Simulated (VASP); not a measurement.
# W: single point with r2SCAN

Crystal: W.

```xyz
1
Lattice="0.0000 2.0096 2.0096 2.0096 0.0000 2.0096 2.0096 2.0096 0.0000" Properties=species:S:1:pos:R:3 pbc="T T T"
W     0.0000    0.0000    0.0000
```

This isn't the form of W at room conditions, which is bcc.

```json
{"Program": "VASP 6.6.1", "Task": "single point", "Functional": "r2SCAN", "Potentials or basis": "VASP PAW PBE potentials, release 64 (W_sv)", "Cutoff": "550 eV", "k mesh": "10 × 10 × 10", "Occupations": "methfessel-paxton, width 0.1 eV", "Spin": "no spin polarisation", "Dipole correction": "no", "Further INCAR settings": "ALGO = Normal; EDIFF = 1e-06; NBANDS = 13"}
```

```yaml
Pressure: 1.2 GPa
Band_gap_on_the_k_mesh: zero (bands 7 and 8 overlap by 3.68 eV)
```

Levels at points of the mesh, in eV from the Fermi level:
```csv
k point,band 3,band 4,band 5,band 6,band 7,band 8,band 9,band 10,band 11,band 12
"(0.00, 0.00, 0.00)",-38.46,-38.46,-9.48,-0.54,-0.54,-0.54,2.89,2.89,13.44,19.17
"(0.50, 0.00, 0.00)",-38.63,-38.63,-5.90,-0.71,-0.71,0.55,5.40,5.40,11.05,13.08
"(0.50, 0.50, 0.00)",-38.92,-38.92,-5.74,-4.80,3.14,5.45,6.10,6.10,12.47,12.47
```

It took 73 s on 1 thread of Intel Xeon 8259CL, on a shared host, peak memory 0.15 GiB.

Caveat: the PAW data sets were made with another functional, which shifts forces and pressure a little; spin-orbit coupling is left out, which moves the levels of the heavy elements.
